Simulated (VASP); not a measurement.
# PbF2 (Fm-3m) in VASP: notebook, part 2 of 2

VASP 6.6.1. Earlier steps stand in the parts before.

**3. Relaxation of cell and atoms, r2SCAN**

POSCAR reads:

```
PbF2
1.0
    0.0000000000      2.9636600000      2.9636600000
    2.9636600000      0.0000000000      2.9636600000
    2.9636600000      2.9636600000      0.0000000000
Pb F
1 2
Direct
    0.0000000000      0.0000000000      0.0000000000
    0.7500000000      0.7500000000      0.7500000000
    0.2500000000      0.2500000000      0.2500000000
```

INCAR.step1 reads:

```
SYSTEM = PbF2
PREC = Accurate
ENCUT = 660
ISMEAR = -1
SIGMA = 0.05
LREAL = .False.
LASPH = .True.
NELM = 120
GGA = PE
ALGO = Normal
EDIFF = 1E-5
LWAVE = .True.
LCHARG = .False.
GGA_COMPAT = .False.
IBRION = 2
ISIF = 3
EDIFFG = -0.005
NELMIN = 4
NSW = 100
```

INCAR.step2 reads:

```
SYSTEM = PbF2
PREC = Accurate
ENCUT = 660
EDIFF = 1E-7
ISMEAR = -1
SIGMA = 0.05
LREAL = .False.
LASPH = .True.
NELM = 120
ALGO = Normal
ISIF = 3
LWAVE = .False.
LCHARG = .False.
METAGGA = R2SCAN
LMIXTAU = .True.
IBRION = 2
NSW = 60
EDIFFG = -0.01
ISTART = 1
GGA_COMPAT = .False.
NELMIN = 4
```

KPOINTS reads:

```
regular mesh
0
Gamma
  8 8 8
  0 0 0
```

Potentials or basis: VASP PAW PBE potentials, release 64 (Pb_d, F).

Command:

```
$ cat potpaw_PBE.64/Pb_d/POTCAR potpaw_PBE.64/F/POTCAR > POTCAR
$ cp INCAR.step1 INCAR
$ mpirun -np 1 vasp_std > vasp.out
$ cp INCAR.step2 INCAR
$ mpirun -np 1 vasp_std > vasp.out
```

OUTCAR:

```text
SYSTEM = PbF2
   PREC = Accurate
   ENCUT = 660
   EDIFF = 1E-7
   ISMEAR = -1
   LREAL = .False.
   LASPH = .True.
   NELM = 120
   ISIF = 3
   METAGGA = R2SCAN
   IBRION = 2
   NSW = 60
   EDIFFG = -0.01
   ISTART = 1
   NELMIN = 4

 ion  position               nearest neighbor table
   1  0.000  0.000  0.000-   2 2.57   2 2.57   2 2.57   3 2.57   3 2.57   3 2.57   3 2.57   2 2.57

   2  0.750  0.750  0.750-   1 2.57   1 2.57   1 2.57   1 2.57
   3  0.250  0.250  0.250-   1 2.57   1 2.57   1 2.57   1 2.57

  LATTYP: Found a face centered cubic cell.
 ALAT       =     5.9273200000

  Lattice vectors:

 A1 = (   0.0000000000,   2.9636600000,   2.9636600000)
 A2 = (   2.9636600000,   0.0000000000,   2.9636600000)
 A3 = (   2.9636600000,   2.9636600000,   0.0000000000)

Analysis of symmetry for initial positions (statically):
=====================================================================
 Subroutine PRICEL returns:
 Original cell was already a primitive cell.

 Routine SETGRP: Setting up the symmetry group for a
 face centered cubic supercell.

 Subroutine GETGRP returns: Found 48 space group operations
 (whereof 48 operations were pure point group operations)
 out of a pool of 48 trial point group operations.

The static configuration has the point symmetry O_h .

Analysis of symmetry for dynamics (positions and initial velocities):
=====================================================================
 Subroutine PRICEL returns:
 Original cell was already a primitive cell.

 Routine SETGRP: Setting up the symmetry group for a
 face centered cubic supercell.

 Subroutine GETGRP returns: Found 48 space group operations
 (whereof 48 operations were pure point group operations)
 out of a pool of 48 trial point group operations.

The dynamic configuration has the point symmetry O_h .

 Subroutine INISYM returns: Found 48 space group operations
 (whereof 48 operations are pure point group operations),
 and found     1 'primitive' translations

----------------------------------------------------------------------------------------

                                     Primitive cell

  volume of cell :      52.0613

  direct lattice vectors                    reciprocal lattice vectors
     0.000000000  2.963660000  2.963660000    -0.168710311  0.168710311  0.168710311
     2.963660000  0.000000000  2.963660000     0.168710311 -0.168710311  0.168710311
     2.963660000  2.963660000  0.000000000     0.168710311  0.168710311 -0.168710311

  length of vectors
     4.191248166  4.191248166  4.191248166     0.292214830  0.292214830  0.292214830

  position of ions in fractional coordinates (direct lattice)
     0.000000000  0.000000000  0.000000000
     0.750000000  0.750000000  0.750000000
     0.250000000  0.250000000  0.250000000

  ion indices of the primitive-cell ions
   primitive index   ion index
                 1           1
                 2           2
                 3           3

----------------------------------------------------------------------------------------
[... 24 lines left out ...]

 Following reciprocal coordinates:
            Coordinates               Weight
  0.000000  0.000000  0.000000      1.000000
  0.125000  0.000000  0.000000      8.000000
  0.250000  0.000000  0.000000      8.000000
  0.375000  0.000000  0.000000      8.000000
  0.500000  0.000000  0.000000      4.000000
  0.125000  0.125000  0.000000      6.000000
[... 16 lines left out ...]
  0.500000  0.250000  0.125000     48.000000
 -0.375000  0.250000  0.125000     24.000000
 [... further k-points ...]
   k-points           NKPTS =     29   k-points in BZ     NKDIM =     29   number of bands    NBANDS=     18
   number of dos      NEDOS =    301   number of ions     NIONS =      3
   total plane-waves  NPLWV =  46656
   dimension x,y,z NGX =    36 NGY =   36 NGZ =   36
   dimension x,y,z NGXF=    72 NGYF=   72 NGZF=   72
   ions per type =               1   2
   NGX,Y,Z   is equivalent  to a cutoff of  14.28, 14.28, 14.28 a.u.
   NGXF,Y,Z  is equivalent  to a cutoff of  28.56, 28.56, 28.56 a.u.
 SYSTEM =  PbF2
   PREC   = accura    normal or accurate (medium, high low for compatibility)
   ISTART =      1    job   : 0-new  1-cont  2-samecut
   ICHARG =      0    charge: 1-file 2-atom 10-const
   ISPIN  =      1    spin polarized calculation?
   LNONCOLLINEAR =      F non collinear calculations
   LSORBIT =      F    spin-orbit coupling
   LASPH  =      T    aspherical Exc in radial PAW
   ENCUT  =  660.0 eV  48.51 Ry    6.96 a.u.   8.78  8.78  8.78*2*pi/ulx,y,z
   NELM   =    120;   NELMIN=  4; NELMDL=  0     # of ELM steps
   EDIFF  = 0.1E-06   stopping-criterion for ELM
   LREAL  =      F    real-space projection
   EDIFFG = -.1E-01   stopping-criterion for IOM
   NSW    =     60    number of steps for IOM
   IBRION =      2    ionic relax: 0-MD 1-quasi-New 2-CG
   NFREE  =      1    steps in history (QN), initial steepest desc. (CG)
   ISIF   =      3    stress and relaxation
   ISYM   =      2    0-nonsym 1-usesym 2-fastsym
   POTIM  = 0.5000    time-step for ionic-motion
   TEBEG  =    0.0;   TEEND  =   0.0 temperature during run
   PSTRESS=    0.0 pullay stress
   NELECT =      28.0000    total number of electrons
   NUPDOWN=      -1.0000    fix difference up-down
   EMIN   =  10.00;   EMAX   =-10.00  energy-range for DOS
   EFERMI =   0.00;   METHOD = LEGACY
   ISMEAR =    -1;   SIGMA  =   0.05  broadening in eV -4-tet -1-fermi 0-gaus
   EFERMI_NEDOS =   21; number of points for ismear=-14 and -15
   IALGO  =     38    algorithm
   IMIX   =      4    mixing-type and parameters
     AMIX     =   0.40;   BMIX     =  1.00
     AMIX_MAG =   1.60;   BMIX_MAG =  1.00
  volume/ion in A,a.u.               =      17.35       117.11
  Fermi-wavevector in a.u.,A,eV,Ry     =   1.331340  2.515869 24.115883  1.772467
  Thomas-Fermi vector in A             =   2.460359
   LORBIT       =      0    0 simple, 1 ext, 2 COOP (PROOUT), +10 PAW based schemes
   METAGGA = R2SCAN    functional components
   LHFCALC =     F    Hartree Fock is set to
   AEXX    =    0.0000 exact exchange contribution
   IVDW    =     0    specifies the selected vdW correction
   LEPSILON=     F    determine dielectric tensor
   LRPA    =     F    only Hartree local field effects (RPA)
 conjugate gradient relaxation of ions
 non-spin polarized calculation
  energy-cutoff  :      660.00
  volume of cell :       52.06
 maximum number of plane-waves:      2044
   NGX = 17   NGY = 17   NGZ = 17

--------------------------------------- Ionic step        1  -------------------------------------------

 number of electron      28.0000008 magnetization

 Free energy of the ion-electron system (eV)
  ---------------------------------------------------
  ext. energy  EPLUGINS =         0.00000000
  ---------------------------------------------------
  free energy    TOTEN  =       -70.16931314 eV

  energy without entropy =      -70.16931314  energy(sigma->0) =      -70.16931314

------------------------ aborting loop because EDIFF is reached ----------------------------------------

  FORCE on cell =-STRESS in cart. coord.  units (eV):
  Direction    XX          YY          ZZ          XY          YZ          ZX
  --------------------------------------------------------------------------------------
  -------------------------------------------------------------------------------------
  Total       -0.1320951     -0.1320951     -0.1320951      0.0000000      0.0000000      0.0000000
  in kB       -4.0652028     -4.0652028     -4.0652028      0.0000000      0.0000000      0.0000000
  external PRESSURE =      -4.0652028 kB  Pullay stress =       0.0000000 kB
[... 61 lines left out ...]
--------------------------------------- Ionic step        3  -------------------------------------------

 number of electron      28.0000009 magnetization

 Free energy of the ion-electron system (eV)
  ---------------------------------------------------
  ext. energy  EPLUGINS =         0.00000000
  ---------------------------------------------------
  free energy    TOTEN  =       -70.16965943 eV

  energy without entropy =      -70.16965943  energy(sigma->0) =      -70.16965943

 E-fermi :   2.7747     XC(G=0): -10.0374

 val. band max:        1.5721879855   @ k =  -0.2500   0.5000   0.2500
 cond. band min:       6.5054482475   @ k =   0.5000   0.5000   0.0000
 fundamental gap:      4.9332602620
 Fermi energy:         2.7746684486

 k-point     1 :       0.0000    0.0000    0.0000
  band No.  band energies     occupation
      1     -20.8583      2.00000
      2     -20.2616      2.00000
      3     -13.2998      2.00000
      4     -13.2998      2.00000
      5     -13.2998      2.00000
      6     -13.2475      2.00000
[... 481 lines left out ...]
      5     -13.2205      2.00000
      6     -13.1901      2.00000
[... 10 lines left out ...]
     17       9.8728      0.00000
     18      12.7932      0.00000

 [... further k-points ...]
[... 5 lines left out ...]
  --------------------------------------------------------------------------------------
  -------------------------------------------------------------------------------------
  Total       -0.0012613     -0.0012613     -0.0012613      0.0000000      0.0000000     -0.0000000
  in kB       -0.0390209     -0.0390209     -0.0390209      0.0000000      0.0000000     -0.0000000
  external PRESSURE =      -0.0390209 kB  Pullay stress =       0.0000000 kB
[... 18 lines left out ...]
  FREE ENERGIE OF THE ION-ELECTRON SYSTEM (eV)
  ---------------------------------------------------
  free  energy   TOTEN  =       -70.1696594316 eV

  energy  without entropy=      -70.1696594316  energy(sigma->0) =      -70.16965943

 reached required accuracy - stopping structural energy minimisation
```

It took 14 min on 1 thread of Oxide Virtual Turin-like, shared host; peak memory 0.21 GiB.

Results:

```
Free energy                           : -70.1697 eV
Relaxed volume                        : 17.26 Å³/atom
Relaxed cell                          : a = 4.184 Å, b = 4.184 Å, c = 4.184 Å, α = 60.00°, β = 60.00°, γ = 60.00°
Space group after relaxing (to 0.1 Å) : Fm-3m (No. 225)
Energy gained by relaxing             : 0.1 meV/atom
Ionic steps                           : 3
Pressure after relaxing               : 0.0 GPa
Band gap on the k mesh                : 4.93 eV (least direct gap 5.08 eV)
```

The path:
```tsv
step	energy change (eV)	largest force (eV/Å)	pressure (GPa)	volume (Å³)
1	0.0000	0.0000	-0.41	52.06
2	-0.0003	0.0000	0.09	51.73
3	-0.0003	0.0000	0.00	51.79
```

Final structure:
```cif
data_structure
_symmetry_space_group_name_H-M 'P 1'
_symmetry_Int_Tables_number 1
_cell_length_a 4.1840
_cell_length_b 4.1840
_cell_length_c 4.1840
_cell_angle_alpha 60.000
_cell_angle_beta 60.000
_cell_angle_gamma 60.000
_cell_volume 51.79
loop_
_atom_site_label
_atom_site_type_symbol
_atom_site_fract_x
_atom_site_fract_y
_atom_site_fract_z
_atom_site_occupancy
Pb1 Pb 0.00000 0.00000 0.00000 1
F1 F 0.75000 0.75000 0.75000 1
F2 F 0.25000 0.25000 0.25000 1
```

Caveat: the PAW data sets were made with another functional, which shifts forces and pressure a little; spin-orbit coupling is left out, which moves the levels of the heavy elements.
